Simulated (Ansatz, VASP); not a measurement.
# Two plane-wave programs on SnBiO2

```
Sn Bi O
1.0
     4.02407    0.00000    0.00000
    -2.01204    3.48495    0.00000
     0.00000    0.00000    6.17697
Sn Bi O
1 1 2
Direct
  0.00000 0.00000 0.50000
  0.00000 0.00000 0.00000
  0.33333 0.66667 0.00000
  0.66667 0.33333 0.00000
```

Alike in both runs: functional PBE; k mesh 6 × 6 × 4; occupations gaussian, width 0.1 eV; no spin polarisation.

Ansatz relaxed the structure, and its values are those at the end. VASP's run is a single point on that final structure, the one shown.

|  | VASP | Ansatz |
| --- | --- | --- |
| version | VASP 6.6.1 | Ansatz 0.2.0 |
| potentials or method | VASP PAW PBE potentials, release 64 (Sn_d, Bi_d, O), cutoff 520 eV | scalar-relativistic, plane waves, PAW |
| valence electrons in the cell | 41 | 41 |

|  | VASP | Ansatz | Ansatz less VASP |
| --- | --- | --- | --- |
| gap on the k mesh at the Fermi level (eV) | none | none | - |
| pressure (GPa) | 0.3 | 0.2 | -0.07 |

A gap of «none» marks a metal or a gap that the smearing closes. With one functional, cell and mesh, what is left measures potentials, basis and numerics.

Spin-orbit coupling is off throughout.
